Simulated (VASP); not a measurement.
# SiMo3 (Im-3m) in VASP: single point with PBE

Aim: the single point of SiMo3 with PBE.

All numbers are computed with VASP 6.6.1; they aren't measurements. Logs are shortened: lines on timing, memory, paths and dates and some standing lists are left out, and cuts for length are marked.

### 1 The cell of the first run

Symmetry: Im-3m, No. 229, cubic system. Conventional cell: a = 5.151 Å, b = 5.151 Å, c = 5.151 Å, α = 90.00°, β = 90.00°, γ = 90.00°. Within 3.4 Å of Si (site symmetry m-3m) lie 6 Mo at 2.58 Å. Mo (site symmetry 4/mmm) has 2 Si at 2.58 Å and 4 Mo at 2.58 Å within 3.4 Å.

The cell was built from a structure type or drawn by symmetry, and may not be a known phase.

### 2 Single point, PBE

File INCAR:

```
SYSTEM = SiMo3
PREC = Accurate
ENCUT = 500
EDIFF = 1E-6
ISMEAR = 0
SIGMA = 0.2
LREAL = .FALSE.
LASPH = .TRUE.
NELM = 120
ALGO = Normal
ISIF = 2
LWAVE = .FALSE.
LCHARG = .FALSE.
GGA = PE
NBANDS = 31
GGA_COMPAT = .FALSE.
```

File KPOINTS:

```
regular mesh
0
G
  5 5 5
  0 0 0
```

File POSCAR:

```
SiMo3
1.0
   -2.5754429011      2.5754429011      2.5754429011
    2.5754429011     -2.5754429011      2.5754429011
    2.5754429011      2.5754429011     -2.5754429011
Si Mo
1 3
Direct
    0.0000000000      0.0000000000      0.0000000000
    0.0000000000      0.5000000000      0.5000000000
    0.5000000000      0.0000000000      0.5000000000
    0.5000000000      0.5000000000      0.0000000000
```

Potentials or basis: VASP PAW PBE potentials, release 64 (Si, Mo_sv).

On the command line:

```bash
$ cat potpaw_PBE.64/Si/POTCAR potpaw_PBE.64/Mo_sv/POTCAR > POTCAR
$ mpirun -np 1 vasp_std > vasp.out
```

OUTCAR:

```text
SYSTEM = SiMo3
   PREC = Accurate
   ENCUT = 500
   EDIFF = 1E-6
   ISMEAR = 0
   LREAL = .FALSE.
   LASPH = .TRUE.
   NELM = 120
   ISIF = 2
   GGA = PE

 ion  position               nearest neighbor table
   1  0.000  0.000  0.000-   2 2.58   3 2.58   4 2.58   2 2.58   3 2.58   4 2.58
   2  0.000  0.500  0.500-   1 2.58   3 2.58   4 2.58   1 2.58   4 2.58   3 2.58
   3  0.500  0.000  0.500-   1 2.58   2 2.58   4 2.58   4 2.58   1 2.58   2 2.58
   4  0.500  0.500  0.000-   1 2.58   2 2.58   3 2.58   3 2.58   2 2.58   1 2.58

  LATTYP: Found a body centered cubic cell.
 ALAT       =     5.1508858022

  Lattice vectors:

 A1 = (  -2.5754429011,   2.5754429011,   2.5754429011)
 A2 = (   2.5754429011,  -2.5754429011,   2.5754429011)
 A3 = (   2.5754429011,   2.5754429011,  -2.5754429011)

Analysis of symmetry for initial positions (statically):
=====================================================================
 Subroutine PRICEL returns:
 Original cell was already a primitive cell.

 Routine SETGRP: Setting up the symmetry group for a
 body centered cubic supercell.

 Subroutine GETGRP returns: Found 48 space group operations
 (whereof 48 operations were pure point group operations)
 out of a pool of 48 trial point group operations.

The static configuration has the point symmetry O_h .

Analysis of symmetry for dynamics (positions and initial velocities):
=====================================================================
 Subroutine PRICEL returns:
 Original cell was already a primitive cell.

 Routine SETGRP: Setting up the symmetry group for a
 body centered cubic supercell.

 Subroutine GETGRP returns: Found 48 space group operations
 (whereof 48 operations were pure point group operations)
 out of a pool of 48 trial point group operations.

The dynamic configuration has the point symmetry O_h .

 Subroutine INISYM returns: Found 48 space group operations
 (whereof 48 operations are pure point group operations),
 and found     1 'primitive' translations

----------------------------------------------------------------------------------------

                                     Primitive cell

  volume of cell :      68.3307

  direct lattice vectors                    reciprocal lattice vectors
    -2.575442901  2.575442901  2.575442901     0.000000000  0.194141365  0.194141365
     2.575442901 -2.575442901  2.575442901     0.194141365  0.000000000  0.194141365
     2.575442901  2.575442901 -2.575442901     0.194141365  0.194141365  0.000000000

  length of vectors
     4.460797957  4.460797957  4.460797957     0.274557351  0.274557351  0.274557351

  position of ions in fractional coordinates (direct lattice)
     0.000000000  0.000000000  0.000000000
     0.000000000  0.500000000  0.500000000
     0.500000000  0.000000000  0.500000000
     0.500000000  0.500000000  0.000000000

  ion indices of the primitive-cell ions
   primitive index   ion index
                 1           1
                 2           2
                 3           3
                 4           4

----------------------------------------------------------------------------------------

 KPOINTS: regular mesh

Automatic generation of k-mesh.
 Grid dimensions read from file:
 generate k-points for:    5    5    5

 Generating k-lattice:

  Cartesian coordinates                     Fractional coordinates (reciprocal lattice)
     0.000000000  0.038828273  0.038828273     0.200000000  0.000000000  0.000000000
     0.038828273  0.000000000  0.038828273     0.000000000  0.200000000  0.000000000
     0.038828273  0.038828273  0.000000000     0.000000000  0.000000000  0.200000000

  Length of vectors
     0.054911470  0.054911470  0.054911470

  Shift w.r.t. Gamma in fractional coordinates (k-lattice)
     0.000000000  0.000000000  0.000000000

 Subroutine IBZKPT returns following result:
 ===========================================

 Found     10 irreducible k-points:

 Following reciprocal coordinates:
            Coordinates               Weight
  0.000000  0.000000  0.000000      1.000000
  0.200000  0.000000  0.000000     12.000000
  0.400000  0.000000  0.000000     12.000000
  0.200000  0.200000  0.000000     24.000000
  0.400000  0.200000  0.000000     24.000000
  0.200000  0.200000  0.200000      8.000000
 -0.200000  0.200000  0.200000      6.000000
 -0.400000  0.400000  0.200000     24.000000
 -0.400000 -0.400000  0.200000      8.000000
 -0.400000  0.400000  0.400000      6.000000
   k-points           NKPTS =     10   k-points in BZ     NKDIM =     10   number of bands    NBANDS=     31
   number of dos      NEDOS =    301   number of ions     NIONS =      4
   total plane-waves  NPLWV =  46656
   dimension x,y,z NGX =    36 NGY =   36 NGZ =   36
   dimension x,y,z NGXF=    72 NGYF=   72 NGZF=   72
   ions per type =               1   3
   NGX,Y,Z   is equivalent  to a cutoff of  13.42, 13.42, 13.42 a.u.
   NGXF,Y,Z  is equivalent  to a cutoff of  26.83, 26.83, 26.83 a.u.
 SYSTEM =  SiMo3
   PREC   = accura    normal or accurate (medium, high low for compatibility)
   ISTART =      0    job   : 0-new  1-cont  2-samecut
   ICHARG =      2    charge: 1-file 2-atom 10-const
   ISPIN  =      1    spin polarized calculation?
   LNONCOLLINEAR =      F non collinear calculations
   LSORBIT =      F    spin-orbit coupling
   LASPH  =      T    aspherical Exc in radial PAW
   ENCUT  =  500.0 eV  36.75 Ry    6.06 a.u.   8.13  8.13  8.13*2*pi/ulx,y,z
   NELM   =    120;   NELMIN=  2; NELMDL= -5     # of ELM steps
   EDIFF  = 0.1E-05   stopping-criterion for ELM
   LREAL  =      F    real-space projection
   EDIFFG = 0.1E-04   stopping-criterion for IOM
   NSW    =      0    number of steps for IOM
   IBRION =     -1    ionic relax: 0-MD 1-quasi-New 2-CG
   NFREE  =      0    steps in history (QN), initial steepest desc. (CG)
   ISIF   =      2    stress and relaxation
   ISYM   =      2    0-nonsym 1-usesym 2-fastsym
   POTIM  = 0.5000    time-step for ionic-motion
   TEBEG  =    0.0;   TEEND  =   0.0 temperature during run
   PSTRESS=    0.0 pullay stress
   NELECT =      46.0000    total number of electrons
   NUPDOWN=      -1.0000    fix difference up-down
   EMIN   =  10.00;   EMAX   =-10.00  energy-range for DOS
   EFERMI =   0.00;   METHOD = LEGACY
   ISMEAR =     0;   SIGMA  =   0.20  broadening in eV -4-tet -1-fermi 0-gaus
   EFERMI_NEDOS =   21; number of points for ismear=-14 and -15
   IALGO  =     38    algorithm
   IMIX   =      4    mixing-type and parameters
     AMIX     =   0.40;   BMIX     =  1.00
     AMIX_MAG =   1.60;   BMIX_MAG =  1.00
  volume/ion in A,a.u.               =      17.08       115.28
  Fermi-wavevector in a.u.,A,eV,Ry     =   1.434792  2.711363 28.009323  2.058627
  Thomas-Fermi vector in A             =   2.554161
   LORBIT       =      0    0 simple, 1 ext, 2 COOP (PROOUT), +10 PAW based schemes
   GGA     = PE    functional components
   LHFCALC =     F    Hartree Fock is set to
   AEXX    =    0.0000 exact exchange contribution
   IVDW    =     0    specifies the selected vdW correction
   LEPSILON=     F    determine dielectric tensor
   LRPA    =     F    only Hartree local field effects (RPA)
 non-spin polarized calculation
 Gauss-broadening in eV      SIGMA  =   0.20
  energy-cutoff  :      500.00
  volume of cell :       68.33
 maximum number of plane-waves:      1746
 NGX is ok and might be reduce to    36
   NGX = 17   NGY = 17   NGZ = 17

 number of electron      46.0000006 magnetization

 Free energy of the ion-electron system (eV)
  ---------------------------------------------------
  ext. energy  EPLUGINS =         0.00000000
  ---------------------------------------------------
  free energy    TOTEN  =       -34.20322176 eV

  energy without entropy =      -34.11769388  energy(sigma->0) =      -34.16045782

 E-fermi :  10.2182     XC(G=0): -12.1772

 val. band max:       10.1921691846   @ k =   0.0000   0.0000   0.0000
 cond. band min:      10.3222742238   @ k =   0.4000   0.0000   0.0000
 fundamental gap:      0.1301050392
 Fermi energy:        10.2182406714

 k-point     1 :       0.0000    0.0000    0.0000
  band No.  band energies     occupation
      1     -50.8198      2.00000
      2     -50.4953      2.00000
      3     -50.4953      2.00000
      4     -25.4935      2.00000
      5     -25.4935      2.00000
      6     -25.4935      2.00000
[... 23 lines left out ...]
     30      13.1493      0.00000
     31      16.4497      0.00000

 k-point     2 :       0.2000    0.0000    0.0000
  band No.  band energies     occupation
      1     -50.7925      2.00000
      2     -50.5229      2.00000
      3     -50.4965      2.00000
      4     -25.4960      2.00000
      5     -25.3632      2.00000
      6     -25.3564      2.00000
[... 23 lines left out ...]
     30      13.4861      0.00000
     31      14.1015      0.00000

 k-point     3 :       0.4000    0.0000    0.0000
  band No.  band energies     occupation
      1     -50.7286      2.00000
      2     -50.5875      2.00000
      3     -50.4985      2.00000
      4     -25.5002      2.00000
      5     -25.0206      2.00000
      6     -24.9983      2.00000
[... 23 lines left out ...]
     30      12.7756      0.00000
     31      13.0516      0.00000

 k-point     4 :       0.2000    0.2000    0.0000
  band No.  band energies     occupation
      1     -50.7448      2.00000
      2     -50.5707      2.00000
      3     -50.4986      2.00000
      4     -25.3689      2.00000
      5     -25.3629      2.00000
      6     -24.9975      2.00000
[... 159 lines left out ...]
     30      12.8799      0.00000
     31      14.5539      0.00000

 k-point     9 :      -0.4000   -0.4000    0.2000
  band No.  band energies     occupation
      1     -50.6881      2.00000
      2     -50.6881      2.00000
      3     -50.4362      2.00000
      4     -25.3998      2.00000
      5     -25.3904      2.00000
      6     -25.3904      2.00000
[... 23 lines left out ...]
     30      12.9427      0.00000
     31      15.5604      0.00000

 k-point    10 :      -0.4000    0.4000    0.4000
  band No.  band energies     occupation
      1     -50.7144      2.00000
      2     -50.6868      2.00000
      3     -50.4094      2.00000
      4     -25.5328      2.00000
      5     -25.5328      2.00000
      6     -25.4076      2.00000
[... 23 lines left out ...]
     30      13.0185      0.00000
     31      15.2499      0.00000

------------------------ aborting loop because EDIFF is reached ----------------------------------------

  FORCE on cell =-STRESS in cart. coord.  units (eV):
  Direction    XX          YY          ZZ          XY          YZ          ZX
  --------------------------------------------------------------------------------------
  -------------------------------------------------------------------------------------
  Total       -0.0660857     -0.0660857     -0.0660857      0.0000000     -0.0000000      0.0000000
  in kB       -1.5495388     -1.5495388     -1.5495388      0.0000000     -0.0000000      0.0000000
  external PRESSURE =      -1.5495388 kB  Pullay stress =       0.0000000 kB

 VOLUME and BASIS-vectors are now :
 -----------------------------------------------------------------------------
  energy-cutoff  :      500.00
  volume of cell :       68.33
      direct lattice vectors                 reciprocal lattice vectors
    -2.575442901  2.575442901  2.575442901     0.000000000  0.194141365  0.194141365
     2.575442901 -2.575442901  2.575442901     0.194141365  0.000000000  0.194141365
     2.575442901  2.575442901 -2.575442901     0.194141365  0.194141365  0.000000000

 POSITION                                       TOTAL-FORCE (eV/Angst)
 -----------------------------------------------------------------------------------
      0.00000      0.00000      0.00000        -0.000000     -0.000000      0.000000
      2.57544      0.00000      0.00000        -0.000000      0.000000     -0.000000
      0.00000      2.57544      0.00000         0.000000      0.000000      0.000000
      0.00000      0.00000      2.57544         0.000000     -0.000000      0.000000
 -----------------------------------------------------------------------------------
    total drift:                                0.000000      0.000000     -0.000000

  FREE ENERGIE OF THE ION-ELECTRON SYSTEM (eV)
  ---------------------------------------------------
  free  energy   TOTEN  =       -34.2032217640 eV

  energy  without entropy=      -34.1176938819  energy(sigma->0) =      -34.16045782
```

Wall time 27 s (1 thread of Intel Xeon Platinum 8259CL at 2.50GHz (Skylake/Cascade Lake), shared host); peak memory 0.2 GiB.

What came out:

```
Free energy            : -34.2032 eV
Pressure               : -0.2 GPa
Band gap on the k mesh : zero (bands 23 and 24 overlap by 0.97 eV)
```
